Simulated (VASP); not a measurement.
# SiGe (P6_3mc) in VASP: further runs, part 2 of 2

VASP 6.6.1. Earlier steps stand in the parts before.

## 4. Single point, r2SCAN

The input, POSCAR:

```
SiGe
1.0
    3.9054157625      0.0000000000      0.0000000000
   -1.9527078813      3.3821892627      0.0000000000
    0.0000000000      0.0000000000      6.4505693248
Si Ge
2 2
Direct
    0.6666666667      0.3333333333      0.8745239532
    0.3333333333      0.6666666667      0.3745239532
    0.6666666667      0.3333333333      0.5004750468
    0.3333333333      0.6666666667      0.0004750468
```

The input, INCAR.step1:

```
SYSTEM = SiGe
PREC = Accurate
ENCUT = 520
ISMEAR = 0
SIGMA = 0.01
LREAL = .FALSE.
LASPH = .TRUE.
NELM = 100
NBANDS = 26
GGA = PE
ALGO = Normal
EDIFF = 1E-4
LWAVE = .TRUE.
LCHARG = .FALSE.
```

The input, INCAR.step2:

```
SYSTEM = SiGe
PREC = Accurate
ENCUT = 520
EDIFF = 1E-6
ISMEAR = 0
SIGMA = 0.01
LREAL = .FALSE.
LASPH = .TRUE.
NELM = 100
ALGO = Normal
ISIF = 2
LWAVE = .FALSE.
LCHARG = .FALSE.
METAGGA = R2SCAN
LMIXTAU = .TRUE.
NBANDS = 26
ISTART = 1
```

The input, KPOINTS:

```
Automatic mesh
0
G
  6 6 4
  0 0 0
```

Potentials or basis: VASP PAW PBE potentials, release 64 (Si, Ge_d).

The run is started by

```console
cat potpaw_PBE.64/Si/POTCAR potpaw_PBE.64/Ge_d/POTCAR > POTCAR
cp INCAR.step1 INCAR
mpirun -np 1 vasp_std > vasp.out
cp INCAR.step2 INCAR
mpirun -np 1 vasp_std > vasp.out
```

OUTCAR:

```text
SYSTEM = SiGe
   PREC = Accurate
   ENCUT = 520
   EDIFF = 1E-6
   ISMEAR = 0
   LREAL = .FALSE.
   LASPH = .TRUE.
   NELM = 100
   ISIF = 2
   METAGGA = R2SCAN
   ISTART = 1

 ion  position               nearest neighbor table
   1  0.667  0.333  0.875-   4 2.40   4 2.40   4 2.40   3 2.41
   2  0.333  0.667  0.375-   3 2.40   3 2.40   3 2.40   4 2.41
   3  0.667  0.333  0.500-   2 2.40   2 2.40   2 2.40   1 2.41
   4  0.333  0.667  0.000-   1 2.40   1 2.40   1 2.40   2 2.41

  LATTYP: Found a hexagonal cell.
 ALAT       =     3.9054157625
 C/A-ratio  =     1.6516984918

  Lattice vectors:

 A1 = (   3.9054157625,   0.0000000000,   0.0000000000)
 A2 = (  -1.9527078813,   3.3821892627,   0.0000000000)
 A3 = (   0.0000000000,   0.0000000000,   6.4505693248)

Analysis of symmetry for initial positions (statically):
=====================================================================
 Subroutine PRICEL returns:
 Original cell was already a primitive cell.

 Routine SETGRP: Setting up the symmetry group for a
 hexagonal supercell.

 Subroutine GETGRP returns: Found 12 space group operations
 (whereof  6 operations were pure point group operations)
 out of a pool of 24 trial point group operations.

[... 166 lines left out ...]

 val. band max:        5.4779078613   @ k =   0.0000   0.0000   0.0000
 cond. band min:       6.1360079113   @ k =   0.5000  -0.0000   0.0000
 fundamental gap:      0.6581000500
 Fermi energy:         5.5552284727

 k-point     1 :       0.0000    0.0000    0.0000
  band No.  band energies     occupation
      1     -19.7472      2.00000
      2     -19.7472      2.00000
      3     -19.7422      2.00000
      4     -19.7422      2.00000
      5     -19.7389      2.00000
      6     -19.7389      2.00000
[... 598 lines left out ...]
     25      12.7417      0.00000
     26      12.7418      0.00000

------------------------ aborting loop because EDIFF is reached ----------------------------------------

  FORCE on cell =-STRESS in cart. coord.  units (eV):
  Direction    XX          YY          ZZ          XY          YZ          ZX
  --------------------------------------------------------------------------------------
  -------------------------------------------------------------------------------------
  Total       -0.0117522     -0.0117522     -0.0414613      0.0000000      0.0000000      0.0000000
  in kB       -0.2209861     -0.2209861     -0.7796334      0.0000000      0.0000000      0.0000000
  external PRESSURE =      -0.4072019 kB  Pullay stress =       0.0000000 kB

 VOLUME and BASIS-vectors are now :
 -----------------------------------------------------------------------------
  energy-cutoff  :      520.00
  volume of cell :       85.20
      direct lattice vectors                 reciprocal lattice vectors
     3.905415763  0.000000000  0.000000000     0.256054684  0.147833241  0.000000000
    -1.952707881  3.382189263  0.000000000     0.000000000  0.295666482  0.000000000
     0.000000000  0.000000000  6.450569325     0.000000000  0.000000000  0.155025076

 POSITION                                       TOTAL-FORCE (eV/Angst)
 -----------------------------------------------------------------------------------
      1.95271      1.12740      5.64118        -0.000000      0.000000     -0.000178
     -0.00000      2.25479      2.41589         0.000000      0.000000     -0.000178
      1.95271      1.12740      3.22835         0.000000      0.000000      0.000178
     -0.00000      2.25479      0.00306        -0.000000      0.000000      0.000178
 -----------------------------------------------------------------------------------
    total drift:                               -0.000000     -0.000000      0.019140

  FREE ENERGIE OF THE ION-ELECTRON SYSTEM (eV)
  ---------------------------------------------------
  free  energy   TOTEN  =       -45.1473303964 eV

  energy  without entropy=      -45.1473303964  energy(sigma->0) =      -45.14733040
```

OSZICAR.step1:

```text
N       E                     dE             d eps       ncg     rms          rms(c)
DAV:   1     0.270313417753E+03    0.27031E+03   -0.17649E+04  1272   0.300E+03
DAV:   2     0.243285707069E+02   -0.24598E+03   -0.23758E+03  1100   0.645E+02
DAV:   3    -0.181465685644E+02   -0.42475E+02   -0.42068E+02  1308   0.157E+02
DAV:   4    -0.199092964407E+02   -0.17627E+01   -0.17590E+01  1314   0.349E+01
DAV:   5    -0.199467269614E+02   -0.37431E-01   -0.37418E-01  1314   0.576E+00    0.570E+00
DAV:   6    -0.197698446926E+02    0.17688E+00   -0.88516E-02  1288   0.197E+00    0.342E+00
DAV:   7    -0.196824535361E+02    0.87391E-01   -0.15762E-01  1216   0.236E+00    0.216E-01
DAV:   8    -0.196853884420E+02   -0.29349E-02   -0.15321E-02  1342   0.117E+00    0.107E-01
DAV:   9    -0.196859734119E+02   -0.58497E-03   -0.63253E-04  1088   0.232E-01    0.730E-02
DAV:  10    -0.196861965698E+02   -0.22316E-03   -0.19831E-04  1062   0.814E-02    0.189E-02
DAV:  11    -0.196862271606E+02   -0.30591E-04   -0.43922E-05   834   0.631E-02
   1 F= -.19686227E+02 E0= -.19686227E+02  d E =-.571769E-38
```

It took 3.1 min on 1 thread of Intel Xeon Platinum 8259CL at 2.50GHz (Skylake/Cascade Lake), shared host; peak memory 0.22 GiB.

Results:

```yaml
Free_energy: -45.1473 eV
Pressure: 0.0 GPa
Band_gap_on_the_k_mesh: 0.66 eV, indirect (least direct gap 0.77 eV)
```

Caveat: the PAW data sets were made with another functional, which shifts forces and pressure a little. r2SCAN opens gaps a little over a GGA but as a rule still falls short of measured ones.
